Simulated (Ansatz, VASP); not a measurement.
# SiW12: VASP beside Ansatz

The input INCAR:

```
SYSTEM = SiW12
ALGO = Normal
DIPOL = 0.5 0.5 0.300
EDIFF = 1E-6
ENCUT = 520
GGA = PE
IDIPOL = 3
ISIF = 2
ISMEAR = 0
IVDW = 12
LASPH = .True.
LCHARG = .False.
LDIPOL = .True.
LREAL = .False.
LWAVE = .False.
NBANDS = 98
NELM = 100
PREC = Accurate
SIGMA = 0.1
```

Contents of KPOINTS:

```
k-points
0
Gamma
  5 5 1
  0 0 0
```

File POSCAR:

```
SiW12
1.0
    5.6644156868      0.0000000000      0.0000000000
    0.0000000000      5.6644156868      0.0000000000
    0.0000000000      0.0000000000     21.1500668291
W Si
12 1
Direct
    0.2500000000      0.2500000000      0.1891246979
    0.2500000000      0.7500000000      0.1891246979
    0.7500000000      0.2500000000      0.1891246979
    0.7500000000      0.7500000000      0.1891246979
    0.0000000000      0.0000000000      0.2848852803
    0.0000000000      0.5000000000      0.2848852803
    0.5000000000      0.0000000000      0.2848852803
    0.5000000000      0.5000000000      0.2848852803
    0.2500000000      0.2500000000      0.3806166143
    0.2500000000      0.7500000000      0.3806166143
    0.7500000000      0.2500000000      0.3806166143
    0.7500000000      0.7500000000      0.3806166143
    0.2500000000      0.5000000000      0.4846351982
```

Input for Ansatz:

```yaml
crystal:
  lattice:
    - [5.6644156868, 0.0, 0.0]
    - [0.0, 5.6644156868, 0.0]
    - [0.0, 0.0, 21.1500668291]
  atoms:
    - { symbol: W, position: [0.25, 0.25, 0.1891246979] }
    - { symbol: W, position: [0.25, 0.75, 0.1891246979] }
    - { symbol: W, position: [0.75, 0.25, 0.1891246979] }
    - { symbol: W, position: [0.75, 0.75, 0.1891246979] }
    - { symbol: W, position: [0.0, 0.0, 0.2848852803] }
    - { symbol: W, position: [0.0, 0.5, 0.2848852803] }
    - { symbol: W, position: [0.5, 0.0, 0.2848852803] }
    - { symbol: W, position: [0.5, 0.5, 0.2848852803] }
    - { symbol: W, position: [0.25, 0.25, 0.3806166143] }
    - { symbol: W, position: [0.25, 0.75, 0.3806166143] }
    - { symbol: W, position: [0.75, 0.25, 0.3806166143] }
    - { symbol: W, position: [0.75, 0.75, 0.3806166143] }
    - { symbol: Si, position: [0.25, 0.5, 0.4846351982] }
basis:
  ecutwfc: 420
kpoints:
  mp_grid: { grid: [5, 5, 1] }
hamiltonian:
  xc: pbe
  pseudopotentials: { kind: paw, azcp: { folder: soft_1 } }
  dispersion: d3bj
scf:
  occupations: { method: gaussian, width: 0.1 }
output:
  forces: true
  eigenvalues: true
efield:
  axis: 3
  dipole_correction: true
  ramp_width: 0.04
```

Alike in both runs: task single point; functional PBE; dispersion D3(BJ); k mesh 5 × 5 × 1; occupations gaussian, width 0.1 eV; no spin polarisation.

```csv
,VASP,Ansatz
version,VASP 6.6.1,Ansatz 0.2.0
potentials or method,"VASP PAW PBE potentials, release 64 (W_sv, Si), cutoff 520 eV","scalar-relativistic, plane waves, PAW"
valence electrons in the cell,172,172
```

|  | VASP | Ansatz | Ansatz less VASP |
| --- | --- | --- | --- |
| gap on the k mesh at the Fermi level (eV) | none | none | - |
| rms of the force components (eV/Å) | 0.401 | 0.397 | -0.0042 |

Atom by atom the forces differ by 0.014 eV/Å (rms over components). A gap of «none» marks a metal or a gap that the smearing closes.

Spin-orbit coupling is off throughout.
